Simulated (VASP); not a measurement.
# BaZrO3 (Pm-3m) in VASP: a series of runs

BaZrO3 is run at these levels: revPBE, BLYP, PBE; tasks: single point.

All numbers are computed with VASP 6.6.1; they aren't measurements. Logs are shortened: lines on timing, memory, paths and dates and some standing lists are left out, and cuts for length are marked.

**1. The cell of the first run**

It takes space group Pm-3m (No. 221, cubic). The conventional cell has a = 4.191 Å, b = 4.191 Å, c = 4.191 Å, α = 90.00°, β = 90.00°, γ = 90.00°. Ba (site symmetry m-3m) has 12 O at 2.96 Å and 8 Zr at 3.63 Å within 3.9 Å. Within 2.8 Å of Zr (site symmetry m-3m) lie 6 O at 2.10 Å. Within 2.8 Å of O (site symmetry 4/mmm) lie 2 Zr at 2.10 Å.

**2. Single point, revPBE**

File INCAR:

```
SYSTEM = BaZrO3
ALGO = Normal ; EDIFF = 1E-7
ENCUT = 520 ; GGA = RE
ISIF = 2 ; ISMEAR = -1
LASPH = .TRUE. ; LCHARG = .TRUE.
LELF = .TRUE. ; LREAL = .FALSE.
LVHAR = .TRUE. ; LWAVE = .FALSE.
NBANDS = 28 ; NELM = 60
PREC = Accurate ; SIGMA = 0.05
```

File KPOINTS:

```
k-points
0
G
  6 6 6
  0 0 0
```

File POSCAR:

```
BaZrO3
1.0
    4.1913400000      0.0000000000      0.0000000000
    0.0000000000      4.1913400000      0.0000000000
    0.0000000000      0.0000000000      4.1913400000
Ba Zr O
1 1 3
Direct
    0.0000000000      0.0000000000      0.0000000000
    0.5000000000      0.5000000000      0.5000000000
    0.5000000000      0.5000000000      0.0000000000
    0.5000000000      0.0000000000      0.5000000000
    0.0000000000      0.5000000000      0.5000000000
```

Potentials or basis: VASP PAW PBE potentials, release 64 (Ba_sv, Zr_sv, O).

On the command line:

```bash
$ cat potpaw_PBE.64/Ba_sv/POTCAR potpaw_PBE.64/Zr_sv/POTCAR potpaw_PBE.64/O/POTCAR > POTCAR
$ mpirun -np 1 vasp_std > vasp.out
```

OUTCAR:

```text
SYSTEM = BaZrO3
   EDIFF = 1E-7
   ENCUT = 520
   GGA = RE
   ISIF = 2
   ISMEAR = -1
   LASPH = .TRUE.
   LREAL = .FALSE.
   NELM = 60
   PREC = Accurate

 ion  position               nearest neighbor table
   1  0.000  0.000  0.000-   3 2.96   4 2.96   5 2.96   4 2.96   5 2.96   3 2.96   5 2.96   5 2.96
                             3 2.96   4 2.96   4 2.96   3 2.96   2 3.63   2 3.63   2 3.63   2 3.63
   2  0.500  0.500  0.500-   3 2.10   4 2.10   5 2.10   3 2.10   4 2.10   5 2.10   1 3.63   1 3.63
                             1 3.63   1 3.63   1 3.63   1 3.63   1 3.63   1 3.63
   3  0.500  0.500  0.000-   2 2.10   2 2.10   1 2.96   1 2.96   1 2.96   1 2.96
   4  0.500  0.000  0.500-   2 2.10   2 2.10   1 2.96   1 2.96   1 2.96   1 2.96
   5  0.000  0.500  0.500-   2 2.10   2 2.10   1 2.96   1 2.96   1 2.96   1 2.96

  LATTYP: Found a simple cubic cell.
 ALAT       =     4.1913400000

  Lattice vectors:

 A1 = (   4.1913400000,   0.0000000000,   0.0000000000)
 A2 = (   0.0000000000,   4.1913400000,   0.0000000000)
 A3 = (   0.0000000000,   0.0000000000,   4.1913400000)

Analysis of symmetry for initial positions (statically):
=====================================================================
 Subroutine PRICEL returns:
 Original cell was already a primitive cell.

 Routine SETGRP: Setting up the symmetry group for a
 simple cubic supercell.

 Subroutine GETGRP returns: Found 48 space group operations
[... 9 lines left out ...]

 Routine SETGRP: Setting up the symmetry group for a
 simple cubic supercell.

 Subroutine GETGRP returns: Found 48 space group operations
[... 11 lines left out ...]
                                     Primitive cell

  volume of cell :      73.6307

  direct lattice vectors                    reciprocal lattice vectors
     4.191340000  0.000000000  0.000000000     0.238587182  0.000000000  0.000000000
     0.000000000  4.191340000  0.000000000     0.000000000  0.238587182  0.000000000
     0.000000000  0.000000000  4.191340000     0.000000000  0.000000000  0.238587182

  length of vectors
     4.191340000  4.191340000  4.191340000     0.238587182  0.238587182  0.238587182

  position of ions in fractional coordinates (direct lattice)
     0.000000000  0.000000000  0.000000000
     0.500000000  0.500000000  0.500000000
     0.500000000  0.500000000  0.000000000
     0.500000000  0.000000000  0.500000000
     0.000000000  0.500000000  0.500000000

  ion indices of the primitive-cell ions
   primitive index   ion index
                 1           1
                 2           2
                 3           3
                 4           4
                 5           5

----------------------------------------------------------------------------------------

 KPOINTS: k-points

Automatic generation of k-mesh.
 Grid dimensions read from file:
 generate k-points for:    6    6    6

 Generating k-lattice:

  Cartesian coordinates                     Fractional coordinates (reciprocal lattice)
     0.039764530  0.000000000  0.000000000     0.166666667  0.000000000  0.000000000
     0.000000000  0.039764530  0.000000000     0.000000000  0.166666667  0.000000000
     0.000000000  0.000000000  0.039764530     0.000000000  0.000000000  0.166666667

  Length of vectors
     0.039764530  0.039764530  0.039764530

  Shift w.r.t. Gamma in fractional coordinates (k-lattice)
     0.000000000  0.000000000  0.000000000

 Subroutine IBZKPT returns following result:
 ===========================================

 Found     20 irreducible k-points:

 Following reciprocal coordinates:
            Coordinates               Weight
  0.000000  0.000000  0.000000      1.000000
  0.166667  0.000000  0.000000      6.000000
  0.333333  0.000000  0.000000      6.000000
  0.500000  0.000000  0.000000      3.000000
  0.166667  0.166667  0.000000     12.000000
  0.333333  0.166667  0.000000     24.000000
[... 12 lines left out ...]
  0.500000  0.500000  0.333333      6.000000
  0.500000  0.500000  0.500000      1.000000
   k-points           NKPTS =     20   k-points in BZ     NKDIM =     20   number of bands    NBANDS=     28
   number of dos      NEDOS =    301   number of ions     NIONS =      5
   total plane-waves  NPLWV =  32768
   dimension x,y,z NGX =    32 NGY =   32 NGZ =   32
   dimension x,y,z NGXF=    64 NGYF=   64 NGZF=   64
   ions per type =               1   1   3
   NGX,Y,Z   is equivalent  to a cutoff of  12.69, 12.69, 12.69 a.u.
   NGXF,Y,Z  is equivalent  to a cutoff of  25.39, 25.39, 25.39 a.u.
 SYSTEM =  BaZrO3
   PREC   = accura    normal or accurate (medium, high low for compatibility)
   ISTART =      0    job   : 0-new  1-cont  2-samecut
   ICHARG =      2    charge: 1-file 2-atom 10-const
   ISPIN  =      1    spin polarized calculation?
   LNONCOLLINEAR =      F non collinear calculations
   LSORBIT =      F    spin-orbit coupling
   LASPH  =      T    aspherical Exc in radial PAW
   ENCUT  =  520.0 eV  38.22 Ry    6.18 a.u.   7.79  7.79  7.79*2*pi/ulx,y,z
   NELM   =     60;   NELMIN=  2; NELMDL= -5     # of ELM steps
   EDIFF  = 0.1E-06   stopping-criterion for ELM
   LREAL  =      F    real-space projection
   EDIFFG = 0.1E-05   stopping-criterion for IOM
   NSW    =      0    number of steps for IOM
   IBRION =     -1    ionic relax: 0-MD 1-quasi-New 2-CG
   NFREE  =      0    steps in history (QN), initial steepest desc. (CG)
   ISIF   =      2    stress and relaxation
   ISYM   =      2    0-nonsym 1-usesym 2-fastsym
   POTIM  = 0.5000    time-step for ionic-motion
   TEBEG  =    0.0;   TEEND  =   0.0 temperature during run
   PSTRESS=    0.0 pullay stress
   NELECT =      40.0000    total number of electrons
   NUPDOWN=      -1.0000    fix difference up-down
   EMIN   =  10.00;   EMAX   =-10.00  energy-range for DOS
   EFERMI =   0.00;   METHOD = LEGACY
   ISMEAR =    -1;   SIGMA  =   0.05  broadening in eV -4-tet -1-fermi 0-gaus
   EFERMI_NEDOS =   21; number of points for ismear=-14 and -15
   IALGO  =     38    algorithm
   IMIX   =      4    mixing-type and parameters
     AMIX     =   0.40;   BMIX     =  1.00
     AMIX_MAG =   1.60;   BMIX_MAG =  1.00
  volume/ion in A,a.u.               =      14.73        99.38
  Fermi-wavevector in a.u.,A,eV,Ry     =   1.335802  2.524299 24.277770  1.784366
  Thomas-Fermi vector in A             =   2.464478
   LORBIT       =      0    0 simple, 1 ext, 2 COOP (PROOUT), +10 PAW based schemes
   GGA     = RE    functional components
   LHFCALC =     F    Hartree Fock is set to
   AEXX    =    0.0000 exact exchange contribution
   IVDW    =     0    specifies the selected vdW correction
   LEPSILON=     F    determine dielectric tensor
   LRPA    =     F    only Hartree local field effects (RPA)
 non-spin polarized calculation
  energy-cutoff  :      520.00
  volume of cell :       73.63
 maximum number of plane-waves:      2008
 NGX is ok and might be reduce to    32
   NGX = 15   NGY = 15   NGZ = 15

 number of electron      40.0000000 magnetization

 Free energy of the ion-electron system (eV)
  ---------------------------------------------------
  ext. energy  EPLUGINS =         0.00000000
  ---------------------------------------------------
  free energy    TOTEN  =       -39.90700797 eV

  energy without entropy =      -39.90700797  energy(sigma->0) =      -39.90700797

 E-fermi :   5.0343     XC(G=0): -10.6156

 val. band max:        3.8973444625   @ k =   0.5000   0.5000   0.5000
 cond. band min:       7.1208402530   @ k =   0.0000   0.0000   0.0000
 fundamental gap:      3.2234957905
 Fermi energy:         5.0343445174

 k-point     1 :       0.0000    0.0000    0.0000
  band No.  band energies     occupation
      1     -43.1659      2.00000
      2     -21.4703      2.00000
      3     -21.3205      2.00000
      4     -21.3205      2.00000
      5     -21.3205      2.00000
      6     -12.5420      2.00000
[... 20 lines left out ...]
     27      11.3200      0.00000
     28      11.3200      0.00000

 k-point     2 :       0.1667    0.0000    0.0000
  band No.  band energies     occupation
      1     -43.1651      2.00000
      2     -21.5422      2.00000
      3     -21.3188      2.00000
      4     -21.3188      2.00000
      5     -21.2979      2.00000
      6     -12.5485      2.00000
[... 20 lines left out ...]
     27      11.3211      0.00000
     28      12.0862      0.00000

 k-point     3 :       0.3333    0.0000    0.0000
  band No.  band energies     occupation
      1     -43.1634      2.00000
      2     -21.6691      2.00000
      3     -21.3154      2.00000
      4     -21.3154      2.00000
      5     -21.2642      2.00000
      6     -12.6516      2.00000
[... 20 lines left out ...]
     27      11.5082      0.00000
     28      11.8321      0.00000

 k-point     4 :       0.5000    0.0000    0.0000
  band No.  band energies     occupation
      1     -43.1625      2.00000
      2     -21.7284      2.00000
      3     -21.3137      2.00000
      4     -21.3137      2.00000
      5     -21.2491      2.00000
      6     -12.7102      2.00000
[... 20 lines left out ...]
     27      11.3021      0.00000
     28      12.4257      0.00000

 k-point     5 :       0.1667    0.1667    0.0000
  band No.  band energies     occupation
      1     -43.1642      2.00000
      2     -21.5591      2.00000
      3     -21.3840      2.00000
      4     -21.3172      2.00000
      5     -21.2658      2.00000
      6     -12.4988      2.00000
[... 20 lines left out ...]
     27      11.7699      0.00000
     28      12.0239      0.00000

 k-point     6 :       0.3333    0.1667    0.0000
  band No.  band energies     occupation
      1     -43.1625      2.00000
      2     -21.6442      2.00000
      3     -21.3953      2.00000
      4     -21.3138      2.00000
      5     -21.2639      2.00000
      6     -12.5403      2.00000
[... 339 lines left out ...]
      5     -21.3265      2.00000
      6     -11.7674      2.00000
[... 20 lines left out ...]
     27      12.2174      0.00000
     28      12.2174      0.00000

 k-point    18 :       0.5000    0.3333    0.3333
  band No.  band energies     occupation
      1     -43.1575      2.00000
      2     -21.5751      2.00000
      3     -21.4992      2.00000
      4     -21.4973      2.00000
      5     -21.3453      2.00000
      6     -11.7104      2.00000
[... 20 lines left out ...]
     27      12.1802      0.00000
     28      12.8461      0.00000

 k-point    19 :       0.5000    0.5000    0.3333
  band No.  band energies     occupation
      1     -43.1567      2.00000
      2     -21.5579      2.00000
      3     -21.5579      2.00000
      4     -21.4961      2.00000
      5     -21.3519      2.00000
      6     -11.6173      2.00000
[... 20 lines left out ...]
     27      12.4321      0.00000
     28      13.1509      0.00000

 k-point    20 :       0.5000    0.5000    0.5000
  band No.  band energies     occupation
      1     -43.1559      2.00000
      2     -21.5555      2.00000
      3     -21.5555      2.00000
      4     -21.5555      2.00000
      5     -21.3430      2.00000
      6     -11.3353      2.00000
[... 20 lines left out ...]
     27      13.0302      0.00000
     28      13.0302      0.00000

------------------------ aborting loop because EDIFF is reached ----------------------------------------

  FORCE on cell =-STRESS in cart. coord.  units (eV):
  Direction    XX          YY          ZZ          XY          YZ          ZX
  --------------------------------------------------------------------------------------
  -------------------------------------------------------------------------------------
  Total        3.5368389      3.5368389      3.5368389      0.0000000     -0.0000000      0.0000000
  in kB       76.9603764     76.9603764     76.9603764      0.0000000     -0.0000000      0.0000000
  external PRESSURE =      76.9603764 kB  Pullay stress =       0.0000000 kB

 VOLUME and BASIS-vectors are now :
 -----------------------------------------------------------------------------
  energy-cutoff  :      520.00
  volume of cell :       73.63
      direct lattice vectors                 reciprocal lattice vectors
     4.191340000  0.000000000  0.000000000     0.238587182  0.000000000  0.000000000
     0.000000000  4.191340000  0.000000000     0.000000000  0.238587182  0.000000000
     0.000000000  0.000000000  4.191340000     0.000000000  0.000000000  0.238587182

 POSITION                                       TOTAL-FORCE (eV/Angst)
 -----------------------------------------------------------------------------------
      0.00000      0.00000      0.00000         0.000000      0.000000      0.000000
      2.09567      2.09567      2.09567         0.000000      0.000000      0.000000
      2.09567      2.09567      0.00000         0.000000      0.000000      0.000000
      2.09567      0.00000      2.09567         0.000000      0.000000      0.000000
      0.00000      2.09567      2.09567         0.000000      0.000000      0.000000
 -----------------------------------------------------------------------------------
    total drift:                                0.000000     -0.000000     -0.000000

  FREE ENERGIE OF THE ION-ELECTRON SYSTEM (eV)
  ---------------------------------------------------
  free  energy   TOTEN  =       -39.9070079725 eV

  energy  without entropy=      -39.9070079725  energy(sigma->0) =      -39.90700797
```

Run time: 22 s. Hardware: 1 thread of Intel Xeon Platinum 8559C (Emerald Rapids), shared host; peak memory 0.19 GiB.

Results:

```
Free energy            : -39.9070 eV
Pressure               : 7.7 GPa
Band gap on the k mesh : 3.22 eV, indirect (least direct gap 3.45 eV)
```

Caveat: the PAW data sets were made with another functional, which shifts forces and pressure a little; spin-orbit coupling is left out, which moves the levels of the heavy elements.

[end of part 1 of 2]
